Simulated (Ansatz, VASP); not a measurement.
**TaN: VASP beside Ansatz**

```
Ta N
1.0
     2.88918    0.00000    0.00000
    -1.44459    2.50210    0.00000
     0.00000    0.00000    5.86002
Ta N
2 2
Direct
  0.96722 0.00000 0.00000
  0.03278 0.00000 0.50000
  0.33333 0.66667 0.25000
  0.66667 0.33333 0.75000
```

Change from the starting cell: mode 4 frozen in at -0.095 Å and mode 5 at +0.000 Å (largest displacements).

Alike in both runs: task single point; functional PBEsol; k mesh 15 × 15 × 8; occupations gaussian, width 0.15 eV; no spin polarisation.

|  | VASP | Ansatz |
| --- | --- | --- |
| version | VASP 6.6.1 | Ansatz 0.2.0 |
| potentials or method | VASP PAW PBE potentials, release 64 (Ta_pv, N), cutoff 520 eV | scalar-relativistic, plane waves, PAW |
| valence electrons in the cell | 32 | 36 |

VASP gave:

| Item | Value |
| --- | --- |
| gap on the k mesh at the Fermi level (eV) | none |
| pressure (GPa) | 2.5 |
| traceless stress, the component that is largest in VASP (GPa) | 0.89 |
| rms of the force components (eV/Å) | 0.563 |

**Question.** Which values does Ansatz return?

**Answer.** gap on the k mesh at the Fermi level (eV): none; pressure (GPa): 1.5; traceless stress, the component that is largest in VASP (GPa): 0.76; rms of the force components (eV/Å): 0.560.

VASP's potentials were made for PBE, not for PBEsol, and Ansatz warns of the same on its side. Atom by atom the forces differ by 0.003 eV/Å (rms over components). A gap of «none» marks a metal or a gap that the smearing closes. VASP's potentials hold 32 valence electrons a cell and Ansatz's 36, so a difference there can come from the potentials and not from the codes.

Spin-orbit coupling is off throughout.
